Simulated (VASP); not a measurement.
A run of VASP 6.6.1:

POSCAR

```
LiCuOF
1.0
    2.7944980000      0.0000000000      0.0000000000
    0.0000000000      2.7944980000      0.0000000000
    0.0000000000      0.0000000000      4.9883930000
Li Cu O F
1 1 1 1
Direct
    0.5000000000      0.5000000000      0.5000000000
    0.0000000000      0.0000000000      0.0000000000
    0.5000000000      0.5000000000      0.0000000000
    0.0000000000      0.0000000000      0.5000000000
```

File INCAR.step1:

```
SYSTEM = LiCuOF
PREC = Accurate ; ENCUT = 970
ISMEAR = -1 ; SIGMA = 0.1
LREAL = .FALSE. ; LASPH = .TRUE.
NELM = 120 ; NBANDS = 26
GGA = PE ; ALGO = Normal
EDIFF = 1E-5 ; LWAVE = .TRUE.
LCHARG = .FALSE. ; GGA_COMPAT = .FALSE.
```

File INCAR.step2:

```
SYSTEM = LiCuOF
PREC = Accurate ; ENCUT = 970
EDIFF = 1E-6 ; ISMEAR = -1
SIGMA = 0.1 ; LREAL = .FALSE.
LASPH = .TRUE. ; NELM = 120
ALGO = Normal ; ISIF = 2
LWAVE = .FALSE. ; LCHARG = .FALSE.
METAGGA = R2SCAN ; LMIXTAU = .TRUE.
NBANDS = 26 ; ISTART = 1
GGA_COMPAT = .FALSE.
```

KPOINTS

```
regular mesh
0
G
  8 8 4
  0 0 0
```

Potentials or basis: VASP PAW PBE potentials, release 64 (Li_sv, Cu_sv_GW, O, F).

Command:

```sh
$ cat potpaw_PBE.64/Li_sv/POTCAR potpaw_PBE.64/Cu_sv_GW/POTCAR potpaw_PBE.64/O/POTCAR potpaw_PBE.64/F/POTCAR > POTCAR
$ cp INCAR.step1 INCAR
$ mpirun -np 1 vasp_std > vasp.out
$ cp INCAR.step2 INCAR
$ mpirun -np 1 vasp_std > vasp.out
```

Hardware: 1 thread of Intel(R) Xeon(R) Platinum 8488C (Sapphire Rapids), on a shared host.

Estimate the wall time of this run.

Run time: 4.9 min on 1 thread of Intel(R) Xeon(R) Platinum 8488C (Sapphire Rapids), with other jobs on the host, peak memory 0.31 GiB. Counts: k points 45.
